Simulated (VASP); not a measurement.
Input of a VASP 6.6.1 run:

File INCAR:

```
SYSTEM = Ta3N
PREC     = Accurate       ! precision mode
ENCUT    = 520            ! plane-wave cutoff, eV
EDIFF    = 1E-6           ! SCF threshold, eV
ISMEAR   = -1             ! smearing method
SIGMA    = 0.05           ! smearing width, eV
LREAL    = .FALSE.        ! projectors in reciprocal space
LASPH    = .TRUE.         ! aspherical terms in the spheres
NELM     = 80             ! most SCF steps
ALGO     = Normal         ! electronic algorithm
ISIF     = 2              ! what is computed and relaxed
LWAVE    = .FALSE.        ! write WAVECAR
LCHARG   = .FALSE.        ! write CHGCAR
GGA      = PS             ! functional
NBANDS   = 27             ! bands
```

Contents of KPOINTS:

```
Automatic mesh
0
G
  10 10 4
  0 0 0
```

File POSCAR:

```
Ta3N
1.0
    3.0322239879      0.0000000000      0.0000000000
   -1.5161119940      2.6259830035      0.0000000000
    0.0000000000      0.0000000000      7.5241370000
Ta N
3 1
Direct
    0.6785570000      0.3518300000      0.8224020000
    0.3477140000      0.6649050000      0.1754850000
   -0.0005500000      0.0006550000      0.4951950000
   -0.0037170000      0.0154590000     -0.0067660000
```

Potentials or basis: VASP PAW PBE potentials, release 64 (Ta_pv, N).

The run is started by

```console
$ cat potpaw_PBE.64/Ta_pv/POTCAR potpaw_PBE.64/N/POTCAR > POTCAR
$ mpirun -np 1 vasp_std > vasp.out
```

(1) Estimate the largest force.

(2) What does it give for the pressure?

(3) Predict the band gap on the k mesh.

Results:

(1) 1.121 eV/Å.

(2) -7.9 GPa.

(3) zero (band 19 reaches 6.92 eV, above the bottom of band 20 at 6.20 eV).

Caveat: the cell differs from its parent crystal (atoms moved at random); the PAW data sets were made with another functional, which shifts forces and pressure a little; spin-orbit coupling is left out, which moves the levels of the heavy elements.
